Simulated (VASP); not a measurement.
Runs of VASP 6.6.1 on TmHOs. The structure is that of space group P4/mmm (No. 123), or close to it. The cells are those of the table. 

| cell | gap on the mesh (eV) | pressure (GPa) |
| --- | --- | --- |
| a = 3.454, b = 3.454, c = 3.563 Å, 3 atoms | none | -3.0 |
| a = 3.409, b = 3.409, c = 3.551 Å, 3 atoms | none | 1.0 |
| a = 3.552, b = 3.552, c = 3.597 Å, 3 atoms | none | -10.3 |
| a = 3.496, b = 3.496, c = 3.578 Å, 3 atoms | none | (a) |

Alike in all rows: task single point; level PBE; potentials or basis VASP PAW PBE potentials, release 64 (Tm_3, H, Os), 4f in core; no spin polarisation; k mesh 10 × 10 × 10; cutoff (eV) 600; smearing gaussian 0.1 eV.

Q: Estimate the missing entries.

A: (a) -6.4.

Caveats: spin-orbit coupling is left out, which moves the levels of the heavy elements; the 4f electrons are frozen in the core, so they carry no moment and show no levels; the cell stands under tension (at least some runs).

A k mesh can miss the band edges, and the runs leave out spin-orbit coupling on Os, Tm.

A gap of «none» marks levels without a gap at the run's occupations.
